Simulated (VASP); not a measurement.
# HfC (Fm-3m) in VASP: further runs

The runs below take HfC through single point, relaxation of volume and atoms at fixed shape, with LDA.

Everything below comes from runs of VASP 6.6.1. Logs are shortened: lines on timing, memory, paths and dates and some standing lists are left out, and cuts for length are marked.

**1. The cell of the first run**

Symmetry: Fm-3m, No. 225, cubic system. Conventional cell: a = 4.573 Å, b = 4.573 Å, c = 4.573 Å, α = 90.00°, β = 90.00°, γ = 90.00°. Within 3.0 Å of Hf (site symmetry m-3m) lie 6 C at 2.29 Å. C (site symmetry m-3m) has 6 Hf at 2.29 Å within 3.0 Å.

**2. Single point, LDA**

The input, INCAR:

```
SYSTEM = HfC
ALGO = Normal
EDIFF = 1E-6
ENCUT = 520
ISIF = 2
ISMEAR = 0
LASPH = .True.
LCHARG = .True.
LELF = .True.
LREAL = .False.
LVHAR = .True.
LWAVE = .False.
NBANDS = 14
NELM = 80
PREC = Accurate
SIGMA = 0.1
```

The input, KPOINTS:

```
k-points
0
Gamma
  16 16 16
  0 0 0
```

The input, POSCAR:

```
HfC
1.0
    3.2334072894      0.0000000000      0.0000000000
    1.6167036447      2.8002128534      0.0000000000
    1.6167036447      0.9334042845      2.6400659965
Hf C
1 1
Direct
    0.5000000000      0.5000000000      0.5000000000
    0.0000000000      0.0000000000      0.0000000000
```

Potentials or basis: VASP PAW LDA potentials, release 64 (Hf_pv, C).

On the command line:

```
> cat potpaw_LDA.64/Hf_pv/POTCAR potpaw_LDA.64/C/POTCAR > POTCAR
> mpirun -np 1 vasp_std > vasp.out
```

OUTCAR:

```text
SYSTEM = HfC
   EDIFF = 1E-6
   ENCUT = 520
   ISIF = 2
   ISMEAR = 0
   LASPH = .True.
   LREAL = .False.
   NELM = 80
   PREC = Accurate

 ion  position               nearest neighbor table
   1  0.500  0.500  0.500-   2 2.29   2 2.29   2 2.29   2 2.29   2 2.29   2 2.29
   2  0.000  0.000  0.000-   1 2.29   1 2.29   1 2.29   1 2.29   1 2.29   1 2.29

  LATTYP: Found a face centered cubic cell.
 ALAT       =     4.5727284413

  Lattice vectors:

 A1 = (   3.2334072894,   0.0000000000,   0.0000000000)
 A2 = (   1.6167036447,   2.8002128534,   0.0000000000)
 A3 = (   1.6167036447,   0.9334042845,   2.6400659965)

Analysis of symmetry for initial positions (statically):
=====================================================================
 Subroutine PRICEL returns:
 Original cell was already a primitive cell.

 Routine SETGRP: Setting up the symmetry group for a
 face centered cubic supercell.

 Subroutine GETGRP returns: Found 48 space group operations
 (whereof 48 operations were pure point group operations)
 out of a pool of 48 trial point group operations.

The static configuration has the point symmetry O_h .

Analysis of symmetry for dynamics (positions and initial velocities):
=====================================================================
 Subroutine PRICEL returns:
 Original cell was already a primitive cell.

 Routine SETGRP: Setting up the symmetry group for a
 face centered cubic supercell.

 Subroutine GETGRP returns: Found 48 space group operations
 (whereof 48 operations were pure point group operations)
 out of a pool of 48 trial point group operations.

The dynamic configuration has the point symmetry O_h .

 Subroutine INISYM returns: Found 48 space group operations
 (whereof 48 operations are pure point group operations),
 and found     1 'primitive' translations

----------------------------------------------------------------------------------------

                                     Primitive cell

  volume of cell :      23.9038

  direct lattice vectors                    reciprocal lattice vectors
     3.233407289  0.000000000  0.000000000     0.309271277 -0.178557855 -0.126259470
     1.616703645  2.800212853  0.000000000     0.000000000  0.357115710 -0.126259470
     1.616703645  0.933404285  2.640065997     0.000000000  0.000000000  0.378778410

  length of vectors
     3.233407289  3.233407289  3.233407289     0.378778410  0.378778410  0.378778410

  position of ions in fractional coordinates (direct lattice)
     0.500000000  0.500000000  0.500000000
     0.000000000  0.000000000  0.000000000

  ion indices of the primitive-cell ions
   primitive index   ion index
                 1           1
                 2           2

----------------------------------------------------------------------------------------

 KPOINTS: k-points

Automatic generation of k-mesh.
 Grid dimensions read from file:
 generate k-points for:   16   16   16

 Generating k-lattice:

  Cartesian coordinates                     Fractional coordinates (reciprocal lattice)
     0.019329455 -0.011159866 -0.007891217     0.062500000  0.000000000  0.000000000
     0.000000000  0.022319732 -0.007891217     0.000000000  0.062500000  0.000000000
     0.000000000  0.000000000  0.023673651     0.000000000  0.000000000  0.062500000

  Length of vectors
     0.023673651  0.023673651  0.023673651

  Shift w.r.t. Gamma in fractional coordinates (k-lattice)
     0.000000000  0.000000000  0.000000000

 Subroutine IBZKPT returns following result:
 ===========================================

 Found    145 irreducible k-points:

 Following reciprocal coordinates:
            Coordinates               Weight
  0.000000  0.000000  0.000000      1.000000
  0.062500  0.000000  0.000000      8.000000
  0.125000  0.000000  0.000000      8.000000
  0.187500 -0.000000  0.000000      8.000000
  0.250000  0.000000  0.000000      8.000000
  0.312500  0.000000 -0.000000      8.000000
[... 16 lines left out ...]
 -0.125000  0.062500  0.000000     24.000000
 -0.062500  0.062500  0.000000     12.000000
 [... further k-points ...]
   k-points           NKPTS =    145   k-points in BZ     NKDIM =    145   number of bands    NBANDS=     14
   number of dos      NEDOS =    301   number of ions     NIONS =      2
   total plane-waves  NPLWV =  13824
   dimension x,y,z NGX =    24 NGY =   24 NGZ =   24
   dimension x,y,z NGXF=    48 NGYF=   48 NGZF=   48
   ions per type =               1   1
   NGX,Y,Z   is equivalent  to a cutoff of  12.34, 12.34, 12.34 a.u.
   NGXF,Y,Z  is equivalent  to a cutoff of  24.68, 24.68, 24.68 a.u.
 SYSTEM =  HfC
   PREC   = accura    normal or accurate (medium, high low for compatibility)
   ISTART =      0    job   : 0-new  1-cont  2-samecut
   ICHARG =      2    charge: 1-file 2-atom 10-const
   ISPIN  =      1    spin polarized calculation?
   LNONCOLLINEAR =      F non collinear calculations
   LSORBIT =      F    spin-orbit coupling
   LASPH  =      T    aspherical Exc in radial PAW
   ENCUT  =  520.0 eV  38.22 Ry    6.18 a.u.   6.01  6.01  6.01*2*pi/ulx,y,z
   NELM   =     80;   NELMIN=  2; NELMDL= -5     # of ELM steps
   EDIFF  = 0.1E-05   stopping-criterion for ELM
   LREAL  =      F    real-space projection
   EDIFFG = 0.1E-04   stopping-criterion for IOM
   NSW    =      0    number of steps for IOM
   IBRION =     -1    ionic relax: 0-MD 1-quasi-New 2-CG
   NFREE  =      0    steps in history (QN), initial steepest desc. (CG)
   ISIF   =      2    stress and relaxation
   ISYM   =      2    0-nonsym 1-usesym 2-fastsym
   POTIM  = 0.5000    time-step for ionic-motion
   TEBEG  =    0.0;   TEEND  =   0.0 temperature during run
   PSTRESS=    0.0 pullay stress
   NELECT =      14.0000    total number of electrons
   NUPDOWN=      -1.0000    fix difference up-down
   EMIN   =  10.00;   EMAX   =-10.00  energy-range for DOS
   EFERMI =   0.00;   METHOD = LEGACY
   ISMEAR =     0;   SIGMA  =   0.10  broadening in eV -4-tet -1-fermi 0-gaus
   EFERMI_NEDOS =   21; number of points for ismear=-14 and -15
   IALGO  =     38    algorithm
   IMIX   =      4    mixing-type and parameters
     AMIX     =   0.40;   BMIX     =  1.00
     AMIX_MAG =   1.60;   BMIX_MAG =  1.00
  volume/ion in A,a.u.               =      11.95        80.66
  Fermi-wavevector in a.u.,A,eV,Ry     =   1.369710  2.588377 25.525981  1.876107
  Thomas-Fermi vector in A             =   2.495561
   LORBIT       =      0    0 simple, 1 ext, 2 COOP (PROOUT), +10 PAW based schemes
   GGA     = CA    functional components
   LHFCALC =     F    Hartree Fock is set to
   AEXX    =    0.0000 exact exchange contribution
   IVDW    =     0    specifies the selected vdW correction
   LEPSILON=     F    determine dielectric tensor
   LRPA    =     F    only Hartree local field effects (RPA)
 non-spin polarized calculation
 Gauss-broadening in eV      SIGMA  =   0.10
  energy-cutoff  :      520.00
  volume of cell :       23.90
 maximum number of plane-waves:       660
   NGX = 13   NGY = 13   NGZ = 13

 number of electron      14.0000000 magnetization

 Free energy of the ion-electron system (eV)
  ---------------------------------------------------
  ext. energy  EPLUGINS =         0.00000000
  ---------------------------------------------------
  free energy    TOTEN  =       -22.89457349 eV

  energy without entropy =      -22.89237220  energy(sigma->0) =      -22.89347284

 E-fermi :   6.2334     XC(G=0): -12.7340

 val. band max:        6.2307180314   @ k =   0.3125   0.2500   0.0000
 cond. band min:       6.2338481435   @ k =   0.0625   0.0625   0.0000
 fundamental gap:      0.0031301121
 Fermi energy:         6.2334095276

 k-point     1 :       0.0000    0.0000    0.0000
  band No.  band energies     occupation
      1     -22.9082      2.00000
      2     -22.9082      2.00000
      3     -22.9082      2.00000
      4      -6.1431      2.00000
      5       7.3035      0.00000
      6       7.3035      0.00000
      7       7.3035      0.00000
      8       7.5654      0.00000
      9       7.5654      0.00000
     10       7.5654      0.00000
     11       9.7308      0.00000
     12       9.7308      0.00000
     13      13.8133      0.00000
     14      17.4393      0.00000

 k-point     2 :       0.0625    0.0000    0.0000
  band No.  band energies     occupation
      1     -22.9426      2.00000
      2     -22.9114      2.00000
      3     -22.9114      2.00000
      4      -6.0349      2.00000
      5       6.4925      0.00025
      6       6.7398      0.00000
      7       6.7398      0.00000
      8       7.8117      0.00000
      9       7.8117      0.00000
     10       8.1383      0.00000
     11      10.2649      0.00000
     12      10.2649      0.00000
     13      14.0248      0.00000
     14      17.7351      0.00000

 k-point     3 :       0.1250    0.0000    0.0000
  band No.  band energies     occupation
      1     -23.0395      2.00000
      2     -22.9205      2.00000
      3     -22.9205      2.00000
      4      -5.7198      2.00000
      5       5.4162      2.00000
      6       5.8945      2.00000
      7       5.8945      2.00000
      8       8.1631      0.00000
      9       8.1631      0.00000
     10       8.5989      0.00000
     11      11.3989      0.00000
     12      11.3989      0.00000
     13      14.5787      0.00000
     14      18.5604      0.00000

 k-point     4 :       0.1875   -0.0000    0.0000
  band No.  band energies     occupation
      1     -23.1810      2.00000
      2     -22.9340      2.00000
      3     -22.9340      2.00000
      4      -5.2249      2.00000
      5       4.2855      2.00000
      6       5.0823      2.00000
      7       5.0823      2.00000
      8       8.6686      0.00000
      9       8.6686      0.00000
     10       8.9552      0.00000
     11      12.7369      0.00000
     12      12.7369      0.00000
     13      15.2787      0.00000
     14      19.3965      0.00000

 k-point     5 :       0.2500    0.0000    0.0000
  band No.  band energies     occupation
      1     -23.3428      2.00000
      2     -22.9499      2.00000
      3     -22.9499      2.00000
      4      -4.5895      2.00000
      5       3.1701      2.00000
      6       4.3814      2.00000
      7       4.3814      2.00000
      8       9.3261      0.00000
      9       9.3261      0.00000
     10       9.3451      0.00000
     11      14.1409      0.00000
[... 276 lines left out ...]
 k-point    22 :      -0.1875    0.0625    0.0000
  band No.  band energies     occupation
      1     -23.2397      2.00000
      2     -22.9725      2.00000
      3     -22.9280      2.00000
      4      -4.9531      2.00000
      5       3.7697      2.00000
      6       4.6103      2.00000
      7       4.9409      2.00000
      8       8.5429      0.00000
      9       9.0283      0.00000
     10       9.6630      0.00000
     11      12.3854      0.00000
     12      13.9941      0.00000
     13      15.7004      0.00000
     14      19.3960      0.00000

 k-point    23 :      -0.1250    0.0625    0.0000
  band No.  band energies     occupation
      1     -23.0956      2.00000
      2     -22.9519      2.00000
      3     -22.9162      2.00000
      4      -5.4878      2.00000
      5       4.8436      2.00000
      6       5.3386      2.00000
      7       5.6033      2.00000
      8       8.0373      0.00000
      9       8.7621      0.00000
     10       9.0492      0.00000
     11      11.1933      0.00000
     12      12.6088      0.00000
     13      15.0119      0.00000
     14      19.1414      0.00000

 k-point    24 :      -0.0625    0.0625    0.0000
  band No.  band energies     occupation
      1     -22.9902      2.00000
      2     -22.9304      2.00000
      3     -22.9103      2.00000
      4      -5.8589      2.00000
      5       5.8502      2.00000
      6       6.1377      1.82432
      7       6.2372      0.95757
      8       7.7352      0.00000
      9       8.4569      0.00000
     10       8.4757      0.00000
     11      10.3823      0.00000
     12      11.3213      0.00000
     13      14.3718      0.00000
     14      18.2054      0.00000

 [... further k-points ...]

------------------------ aborting loop because EDIFF is reached ----------------------------------------

  FORCE on cell =-STRESS in cart. coord.  units (eV):
  Direction    XX          YY          ZZ          XY          YZ          ZX
  --------------------------------------------------------------------------------------
  -------------------------------------------------------------------------------------
  Total        0.0931111      0.0931111      0.0931111     -0.0000000      0.0000000      0.0000000
  in kB        6.2408817      6.2408817      6.2408817     -0.0000000      0.0000000      0.0000000
  external PRESSURE =       6.2408817 kB  Pullay stress =       0.0000000 kB

 VOLUME and BASIS-vectors are now :
 -----------------------------------------------------------------------------
  energy-cutoff  :      520.00
  volume of cell :       23.90
      direct lattice vectors                 reciprocal lattice vectors
     3.233407289  0.000000000  0.000000000     0.309271277 -0.178557855 -0.126259470
     1.616703645  2.800212853  0.000000000     0.000000000  0.357115710 -0.126259470
     1.616703645  0.933404285  2.640065997     0.000000000  0.000000000  0.378778410

 POSITION                                       TOTAL-FORCE (eV/Angst)
 -----------------------------------------------------------------------------------
      3.23341      1.86681      1.32003         0.000000      0.000000      0.000000
      0.00000      0.00000      0.00000        -0.000000     -0.000000      0.000000
 -----------------------------------------------------------------------------------
    total drift:                               -0.000000      0.000000     -0.000000

  FREE ENERGIE OF THE ION-ELECTRON SYSTEM (eV)
  ---------------------------------------------------
  free  energy   TOTEN  =       -22.8945734889 eV

  energy  without entropy=      -22.8923721963  energy(sigma->0) =      -22.89347284
```

Wall time 11 s (1 thread of Intel Xeon 6975P-C (Granite Rapids), shared host); peak memory 0.16 GiB.

Results:

| Quantity | Value |
| --- | --- |
| Free energy | -22.8946 eV |
| Pressure | 0.6 GPa |
| Band gap on the k mesh | zero (bands 7 and 8 overlap by 1.47 eV) |

Caveat: spin-orbit coupling is left out, which moves the levels of the heavy elements.

**3. Relaxation of volume and atoms at fixed shape, LDA**

This run uses another cell than the first one, of 12.57 Å³/atom.

The input, INCAR:

```
SYSTEM = HfC
PREC = Accurate
ENCUT = 600
EDIFF = 1E-6
ISMEAR = 0
SIGMA = 0.1
LREAL = .False.
LASPH = .True.
NELM = 60
ALGO = Normal
ISIF = 8
LWAVE = .False.
LCHARG = .False.
IBRION = 2
NSW = 80
EDIFFG = -0.01
```

The input, KPOINTS:

```
regular mesh
0
Gamma
  16 16 16
  0 0 0
```

The input, POSCAR:

```
HfC
1.0
    3.2880470000      0.0000000000      0.0000000000
    1.6440235000      2.8475322308      0.0000000000
    1.6440235000      0.9491774103      2.6846791334
Hf C
1 1
Direct
    0.5000000000      0.5000000000      0.5000000000
    0.0000000000      0.0000000000      0.0000000000
```

Potentials or basis: VASP PAW LDA potentials, release 64 (Hf_pv, C).

On the command line:

```
> cat potpaw_LDA.64/Hf_pv/POTCAR potpaw_LDA.64/C/POTCAR > POTCAR
> mpirun -np 1 vasp_std > vasp.out
```

It took 48 s on 1 thread of Intel Xeon 6975P-C (Granite Rapids), shared host; peak memory 0.2 GiB.

The run converged. Its results:

```yaml
Free_energy: -22.8973 eV
Relaxed_volume: 11.97 Å³/atom
Relaxed_cell: a = 3.235 Å, b = 3.235 Å, c = 3.235 Å, α = 60.00°, β = 60.00°, γ = 60.00°
Space_group_after_relaxing_to_0.1_Å: Fm-3m (No. 225)
Energy_gained_by_relaxing: 22.5 meV/atom
Ionic_steps: 4
Pressure_after_relaxing: 0.1 GPa
Band_gap_on_the_k_mesh: zero (bands 7 and 8 overlap by 1.47 eV)
```

The path:
| step | energy change (eV) | largest force (eV/Å) | pressure (GPa) | volume (Å³) |
| --- | --- | --- | --- | --- |
| 1 | 0.0000 | 0.0000 | -11.68 | 25.14 |
| 2 | 0.1159 | 0.0000 | 27.71 | 21.95 |
| 3 | -0.0450 | 0.0000 | -0.46 | 23.98 |
| 4 | -0.0450 | 0.0000 | 0.06 | 23.95 |

Final structure:
```
Hf C
1.0
     3.23527    0.00000    0.00000
     1.61763    2.80182    0.00000
     1.61763    0.93394    2.64159
Hf C
1 1
Direct
  0.50000 0.50000 0.50000
  0.00000 0.00000 0.00000
```

Levels at points of the mesh, in eV from the Fermi level:
```csv
k point,band 5,band 6,band 7,band 8,band 9,band 10
"(0.00, 0.00, 0.00)",1.07,1.07,1.07,1.33,1.33,1.33
"(0.50, 0.00, 0.00)",-6.33,-3.14,-3.14,5.51,5.51,6.03
"(0.50, 0.50, 0.00)",-2.42,-1.98,0.02,0.02,5.55,7.04
```

Caveat: spin-orbit coupling is left out, which moves the levels of the heavy elements.
